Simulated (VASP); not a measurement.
# LiC18 in VASP: a series of runs

The runs below take LiC18 through single point, with PBE.

Everything below comes from runs of VASP 6.6.1. Logs are shortened: lines on timing, memory, paths and dates and some standing lists are left out, and cuts for length are marked.

### Step 1. The cell of the first run

The cell holds a slab with vacuum, 19 atoms: a = 7.398 Å, b = 7.398 Å, c = 11.000 Å, α = 90.00°, β = 90.00°, γ = 120.00°.

### Step 2. Single point, PBE, collinear spin, zero start

Contents of INCAR:

```
SYSTEM = LiC18
  PREC = Accurate
  ENCUT = 520
  EDIFF = 1E-6
  ISMEAR = -1
  SIGMA = 0.05
  LREAL = Auto
  LASPH = .TRUE.
  NELM = 150
  ALGO = Normal
  ISIF = 2
  LWAVE = .FALSE.
  LCHARG = .FALSE.
  ISPIN = 2
  MAGMOM = 0 0 0 0 0 0 0 0 0 0 0 0 0 0 0 0 0 0 0
  LORBIT = 11
  GGA = PE
  NBANDS = 56
```

Contents of KPOINTS:

```
regular mesh
0
G
  2 2 1
  0 0 0
```

Contents of POSCAR:

```
LiC18
1.0
    7.3980000000      0.0000000000      0.0000000000
   -3.6990000000      6.4068560000      0.0000000000
    0.0000000000      0.0000000000     11.0000000000
C Li
18 1
Direct
   -0.0041736594     -0.0078701628      0.0929640909
    0.2175647053      0.1037512003      0.0930696364
   -0.0041556088      0.3254911613      0.0929510000
    0.2175781068      0.4356336400      0.0929704545
   -0.0051321890      0.6583292960      0.0930178182
    0.2169588584      0.7693859515      0.0919577273
    0.3286200925     -0.0072856328      0.0920362727
    0.5519529699      0.1043825552      0.0920685455
    0.3291684910      0.3254905370      0.0929512727
    0.5513758959      0.4365912079      0.0929560000
    0.3286258601      0.6577280651      0.0919179091
    0.5519509404      0.7693857955      0.0919627273
    0.6636177946     -0.0072856328      0.0920403636
    0.8857099786      0.1037516685      0.0930715455
    0.6629985283      0.3264744830      0.0930810909
    0.8847382759      0.4365919883      0.0929552727
    0.6629848279      0.6583286717      0.0930223636
    0.8847220170      0.7699203790      0.0929570909
    0.4400724766      0.8806453587      0.2438674545
```

Potentials or basis: VASP PAW PBE potentials, release 64 (C, Li_sv).

On the command line:

```
cat potpaw_PBE.64/C/POTCAR potpaw_PBE.64/Li_sv/POTCAR > POTCAR
mpirun -np 1 vasp_std > vasp.out
```

OUTCAR:

```text
SYSTEM = LiC18
   PREC = Accurate
   ENCUT = 520
   EDIFF = 1E-6
   ISMEAR = -1
   LREAL = Auto
   LASPH = .TRUE.
   NELM = 150
   ISIF = 2
   ISPIN = 2
   LORBIT = 11
   GGA = PE

 ion  position               nearest neighbor table
   1  0.996  0.992  0.093-  14 1.42   2 1.42  18 1.42
   2  0.218  0.104  0.093-   1 1.42   9 1.42   7 1.42
   3  0.996  0.325  0.093-   4 1.42  14 1.42  16 1.42
   4  0.218  0.436  0.093-   9 1.42   3 1.42  11 1.42
   5  0.995  0.658  0.093-  18 1.42  16 1.42   6 1.42
   6  0.217  0.769  0.092-   5 1.42  11 1.43   7 1.43  19 2.20
   7  0.329  0.993  0.092-   2 1.42   6 1.43   8 1.43  19 2.20
   8  0.552  0.104  0.092-  15 1.42   7 1.43  13 1.43  19 2.20
   9  0.329  0.325  0.093-   4 1.42   2 1.42  10 1.42
  10  0.551  0.437  0.093-  17 1.42  15 1.42   9 1.42
  11  0.329  0.658  0.092-   4 1.42   6 1.43  12 1.43  19 2.20
  12  0.552  0.769  0.092-  17 1.42  11 1.43  13 1.43  19 2.20
  13  0.664  0.993  0.092-  14 1.42  12 1.43   8 1.43  19 2.20
  14  0.886  0.104  0.093-   1 1.42   3 1.42  13 1.42
  15  0.663  0.326  0.093-  10 1.42  16 1.42   8 1.42
  16  0.885  0.437  0.093-   5 1.42  15 1.42   3 1.42
  17  0.663  0.658  0.093-  18 1.42  10 1.42  12 1.42
  18  0.885  0.770  0.093-   5 1.42  17 1.42   1 1.42
  19  0.440  0.881  0.244-  11 2.20   6 2.20  12 2.20   7 2.20  13 2.20   8 2.20

  LATTYP: Found a hexagonal cell.
 ALAT       =     7.3980000000
 C/A-ratio  =     1.4868883482

  Lattice vectors:

 A1 = (   7.3980000000,   0.0000000000,   0.0000000000)
 A2 = (  -3.6990000000,   6.4068560000,   0.0000000000)
 A3 = (   0.0000000000,   0.0000000000,  11.0000000000)

Analysis of symmetry for initial positions (statically):
=====================================================================
 Subroutine PRICEL returns:
 Original cell was already a primitive cell.

 Routine SETGRP: Setting up the symmetry group for a
 hexagonal supercell.

 Subroutine GETGRP returns: Found  1 space group operations
 (whereof  1 operations were pure point group operations)
 out of a pool of 24 trial point group operations.

The static configuration has the point symmetry C_1 .

Analysis of symmetry for dynamics (positions and initial velocities):
=====================================================================
 Subroutine PRICEL returns:
 Original cell was already a primitive cell.

 Routine SETGRP: Setting up the symmetry group for a
 hexagonal supercell.

 Subroutine GETGRP returns: Found  1 space group operations
 (whereof  1 operations were pure point group operations)
 out of a pool of 24 trial point group operations.

The dynamic configuration has the point symmetry C_1 .

Analysis of structural, dynamic, and magnetic symmetry:
=====================================================================
 Subroutine PRICEL returns:
 Original cell was already a primitive cell.

 Routine SETGRP: Setting up the symmetry group for a
 hexagonal supercell.

 Subroutine GETGRP returns: Found  1 space group operations
 (whereof  1 operations were pure point group operations)
 out of a pool of 24 trial point group operations.

The overall configuration has the point symmetry C_1 .

 Subroutine INISYM returns: Found  1 space group operations
 (whereof  1 operations are pure point group operations),
 and found     1 'primitive' translations

----------------------------------------------------------------------------------------

                                     Primitive cell

  volume of cell :     521.3771

  direct lattice vectors                    reciprocal lattice vectors
     7.398000000  0.000000000  0.000000000     0.135171668  0.078041398  0.000000000
    -3.699000000  6.406856000  0.000000000     0.000000000  0.156082796  0.000000000
     0.000000000  0.000000000 11.000000000     0.000000000  0.000000000  0.090909091

  length of vectors
     7.398000000  7.398000054 11.000000000     0.156082797  0.156082796  0.090909091

  position of ions in fractional coordinates (direct lattice)
     0.995826341  0.992129837  0.092964091
     0.217564705  0.103751200  0.093069636
     0.995844391  0.325491161  0.092951000
     0.217578107  0.435633640  0.092970454
     0.994867811  0.658329296  0.093017818
     0.216958858  0.769385951  0.091957727
[... 11 lines left out ...]
     0.884722017  0.769920379  0.092957091
     0.440072477  0.880645359  0.243867454

  ion indices of the primitive-cell ions
   primitive index   ion index
                 1           1
                 2           2
                 3           3
                 4           4
                 5           5
                 6           6
[... 11 lines left out ...]
                18          18
                19          19

----------------------------------------------------------------------------------------

 KPOINTS: regular mesh

Automatic generation of k-mesh.
 Grid dimensions read from file:
 generate k-points for:    2    2    1

 Generating k-lattice:

  Cartesian coordinates                     Fractional coordinates (reciprocal lattice)
     0.067585834  0.039020699  0.000000000     0.500000000 -0.000000000  0.000000000
     0.000000000  0.078041398  0.000000000     0.000000000  0.500000000  0.000000000
     0.000000000  0.000000000  0.090909091     0.000000000  0.000000000  1.000000000

  Length of vectors
     0.078041399  0.078041398  0.090909091

  Shift w.r.t. Gamma in fractional coordinates (k-lattice)
     0.000000000  0.000000000  0.000000000

 Subroutine IBZKPT returns following result:
 ===========================================

 Found      4 irreducible k-points:

 Following reciprocal coordinates:
            Coordinates               Weight
  0.000000  0.000000  0.000000      1.000000
  0.500000 -0.000000  0.000000      1.000000
  0.000000  0.500000  0.000000      1.000000
  0.500000  0.500000  0.000000      1.000000
   k-points           NKPTS =      4   k-points in BZ     NKDIM =      4   number of bands    NBANDS=     56
   number of dos      NEDOS =    301   number of ions     NIONS =     19
   total plane-waves  NPLWV = 263424
   dimension x,y,z NGX =    56 NGY =   56 NGZ =   84
   dimension x,y,z NGXF=   112 NGYF=  112 NGZF=  168
   ions per type =              18   1
   NGX,Y,Z   is equivalent  to a cutoff of  12.58, 12.58, 12.70 a.u.
   NGXF,Y,Z  is equivalent  to a cutoff of  25.17, 25.17, 25.39 a.u.
 SYSTEM =  LiC18
   PREC   = accura    normal or accurate (medium, high low for compatibility)
   ISTART =      0    job   : 0-new  1-cont  2-samecut
   ICHARG =      2    charge: 1-file 2-atom 10-const
   ISPIN  =      2    spin polarized calculation?
   LNONCOLLINEAR =      F non collinear calculations
   LSORBIT =      F    spin-orbit coupling
   LASPH  =      T    aspherical Exc in radial PAW
   ENCUT  =  520.0 eV  38.22 Ry    6.18 a.u.  13.76 13.76 20.45*2*pi/ulx,y,z
   NELM   =    150;   NELMIN=  2; NELMDL= -5     # of ELM steps
   EDIFF  = 0.1E-05   stopping-criterion for ELM
   LREAL  =      T    real-space projection
   EDIFFG = 0.1E-04   stopping-criterion for IOM
   NSW    =      0    number of steps for IOM
   IBRION =     -1    ionic relax: 0-MD 1-quasi-New 2-CG
   NFREE  =      0    steps in history (QN), initial steepest desc. (CG)
   ISIF   =      2    stress and relaxation
   ISYM   =      2    0-nonsym 1-usesym 2-fastsym
   POTIM  = 0.5000    time-step for ionic-motion
   TEBEG  =    0.0;   TEEND  =   0.0 temperature during run
   PSTRESS=    0.0 pullay stress
   NELECT =      75.0000    total number of electrons
   NUPDOWN=      -1.0000    fix difference up-down
   EMIN   =  10.00;   EMAX   =-10.00  energy-range for DOS
   EFERMI =   0.00;   METHOD = LEGACY
   ISMEAR =    -1;   SIGMA  =   0.05  broadening in eV -4-tet -1-fermi 0-gaus
   EFERMI_NEDOS =   21; number of points for ismear=-14 and -15
   IALGO  =     38    algorithm
   IMIX   =      4    mixing-type and parameters
     AMIX     =   0.40;   BMIX     =  1.00
     AMIX_MAG =   1.60;   BMIX_MAG =  1.00
  volume/ion in A,a.u.               =      27.44       185.18
  Fermi-wavevector in a.u.,A,eV,Ry     =   0.857784  1.620977 10.011076  0.735793
  Thomas-Fermi vector in A             =   1.974890
   LORBIT       =     11    0 simple, 1 ext, 2 COOP (PROOUT), +10 PAW based schemes
   GGA     = PE    functional components
   LHFCALC =     F    Hartree Fock is set to
   AEXX    =    0.0000 exact exchange contribution
   IVDW    =     0    specifies the selected vdW correction
   LEPSILON=     F    determine dielectric tensor
   LRPA    =     F    only Hartree local field effects (RPA)
 spin polarized calculation
  energy-cutoff  :      520.00
  volume of cell :      521.38
 maximum number of plane-waves:     14099
 NGX is ok and might be reduce to    56
   NGX = 27   NGY = 27   NGZ = 41

 number of electron      74.9999995 magnetization      -0.0000000

 number of electron      74.9999995 magnetization       0.0000000

 Free energy of the ion-electron system (eV)
  ---------------------------------------------------
  ext. energy  EPLUGINS =         0.00000000
  ---------------------------------------------------
  free energy    TOTEN  =      -167.75073741 eV

  energy without entropy =     -167.75073714  energy(sigma->0) =     -167.75073728

 E-fermi :   0.0897     XC(G=0):  -4.0171

 val. band max:       -0.6963731318   @ k =   0.0000   0.0000   0.0000
 cond. band min:       0.8997391120   @ k =   0.5000   0.5000   0.0000
 fundamental gap:      1.5961122438
 Fermi energy:         0.0896661325

 spin component 1

 k-point     1 :       0.0000    0.0000    0.0000
  band No.  band energies     occupation
      1     -48.9162      1.00000
      2     -20.1664      1.00000
      3     -17.7457      1.00000
      4     -17.6316      1.00000
      5     -17.6316      1.00000
      6     -17.4549      1.00000
[... 41 lines left out ...]
     48       4.2477      0.00000
     49       4.2983      0.00000
[... 154 lines left out ...]
     48       4.2244      0.00000
     49       4.6419      0.00000
 Fermi energy:         0.0896661325

 spin component 2

 k-point     1 :       0.0000    0.0000    0.0000
  band No.  band energies     occupation
      1     -48.9162      1.00000
      2     -20.1664      1.00000
      3     -17.7457      1.00000
      4     -17.6316      1.00000
      5     -17.6316      1.00000
      6     -17.4549      1.00000
[... 41 lines left out ...]
     48       4.2477      0.00000
     49       4.2984      0.00000
[... 154 lines left out ...]
     48       4.2244      0.00000
     49       4.6429      0.00000
 [bands above 49 left out]

------------------------ aborting loop because EDIFF is reached ----------------------------------------

  FORCE on cell =-STRESS in cart. coord.  units (eV):
  Direction    XX          YY          ZZ          XY          YZ          ZX
  --------------------------------------------------------------------------------------
  -------------------------------------------------------------------------------------
  Total        5.7795643      5.7760559     -0.2210626     -0.0072412      0.0014346     -0.0000030
  in kB       17.7604394     17.7496582     -0.6793193     -0.0222520      0.0044085     -0.0000091
  external PRESSURE =      11.6102594 kB  Pullay stress =       0.0000000 kB

 VOLUME and BASIS-vectors are now :
 -----------------------------------------------------------------------------
  energy-cutoff  :      520.00
  volume of cell :      521.38
      direct lattice vectors                 reciprocal lattice vectors
     7.398000000  0.000000000  0.000000000     0.135171668  0.078041398  0.000000000
    -3.699000000  6.406856000  0.000000000     0.000000000  0.156082796  0.000000000
     0.000000000  0.000000000 11.000000000     0.000000000  0.000000000  0.090909091

 POSITION                                       TOTAL-FORCE (eV/Angst)
 -----------------------------------------------------------------------------------
      3.69723      6.35643      1.02260         0.001816      0.005727      0.002077
      1.22577      0.66472      1.02377        -0.000343      0.000563      0.001044
      6.16327      2.08537      1.02246         0.002768     -0.001213     -0.001165
     -0.00177      2.79104      1.02267        -0.000069     -0.003209      0.004427
      4.92487      4.21782      1.02320        -0.004125     -0.003582      0.001553
     -1.24090      4.92934      1.01154        -0.000585      0.002601     -0.002957
[... 11 lines left out ...]
      3.69724      4.93277      1.02253        -0.001669     -0.000787     -0.004702
     -0.00185      5.64217      2.68254        -0.000983      0.002056      0.012553
 -----------------------------------------------------------------------------------
    total drift:                                0.004618      0.001561     -0.055093

  FREE ENERGIE OF THE ION-ELECTRON SYSTEM (eV)
  ---------------------------------------------------
  free  energy   TOTEN  =      -167.7507374140 eV

  energy  without entropy=     -167.7507371401  energy(sigma->0) =     -167.75073728

 total charge

# of ion       s       p       d       tot
------------------------------------------
    1        0.861   1.797   0.000   2.658
    2        0.861   1.800   0.000   2.660
    3        0.861   1.797   0.000   2.658
    4        0.861   1.800   0.000   2.660
    5        0.861   1.800   0.000   2.660
    6        0.858   1.799   0.000   2.657
[... 11 lines left out ...]
   18        0.861   1.797   0.000   2.658
   19        2.009   0.056   0.000   2.065
--------------------------------------------------
tot         17.489  32.425   0.000  49.914

 magnetization (x)

# of ion       s       p       d       tot
------------------------------------------
    1        0.000   0.000   0.000   0.000
    2       -0.000  -0.000   0.000  -0.000
    3        0.000   0.000   0.000   0.000
    4        0.000  -0.000   0.000  -0.000
    5        0.000  -0.000   0.000   0.000
    6        0.000  -0.000   0.000  -0.000
[... 11 lines left out ...]
   18       -0.000  -0.000   0.000  -0.000
   19        0.000  -0.000   0.000   0.000
--------------------------------------------------
tot         -0.000  -0.000   0.000  -0.000
```

Wall time 3.6 min (1 thread of Intel Xeon 6975P-C (Granite Rapids), shared host); peak memory 0.79 GiB.

What came out:

```
Free energy                                           : -167.7507 eV
Largest force                                         : 0.013 eV/Å
Net moment                                            : 0.00 μB per cell
Valence electrons inside the program's atomic spheres : C 2.66; Li 2.06
```

Forces on the atoms (eV/Å):
```
C    0.002  0.006  0.002
C    0.000  0.001  0.001
C    0.003 -0.001 -0.001
C    0.000 -0.003  0.004
C   -0.004 -0.004  0.002
C   -0.001  0.003 -0.003
C    0.002  0.000  0.002
C   -0.002 -0.002 -0.006
C   -0.001 -0.003 -0.001
C    0.002  0.003 -0.003
C    0.002  0.000  0.001
C   -0.001  0.001 -0.004
C   -0.002 -0.001  0.001
C    0.002  0.000  0.000
C    0.002  0.001  0.002
C   -0.005  0.002 -0.005
C    0.005 -0.003  0.001
C   -0.002 -0.001 -0.005
Li  -0.001  0.002  0.013
```

Levels at points of the mesh, in eV from the Fermi level:
Spin up:
```
           k point  band 34  band 35  band 36  band 37  band 38  band 39  band 40  band 41
(0.00, 0.00, 0.00)    -3.70    -3.70    -0.91    -0.91    -0.79    -0.79     0.85     2.75
(0.50, 0.00, 0.00)    -3.60    -3.40    -3.38    -3.10     0.81     1.26     1.65     1.65
(0.00, 0.50, 0.00)    -3.60    -3.40    -3.38    -3.10     0.81     1.26     1.65     1.65
(0.50, 0.50, 0.00)    -3.60    -3.40    -3.38    -3.10     0.81     1.26     1.65     1.65
```
Spin down:
```
           k point  band 35  band 36  band 37  band 38  band 39  band 40
(0.00, 0.00, 0.00)    -3.70    -0.91    -0.91    -0.79    -0.79     0.85
(0.50, 0.00, 0.00)    -3.40    -3.38    -3.10     0.81     1.26     1.65
(0.00, 0.50, 0.00)    -3.40    -3.38    -3.10     0.81     1.26     1.65
(0.50, 0.50, 0.00)    -3.40    -3.38    -3.10     0.81     1.26     1.65
```

Caveat: the k points lie up to 0.49 Å⁻¹ apart; the cutoff is under 1.25 times the usual one of these potentials, so pressure, stress and relaxed cells hold a basis-set (Pulay) error.

[end of part 1 of 2]
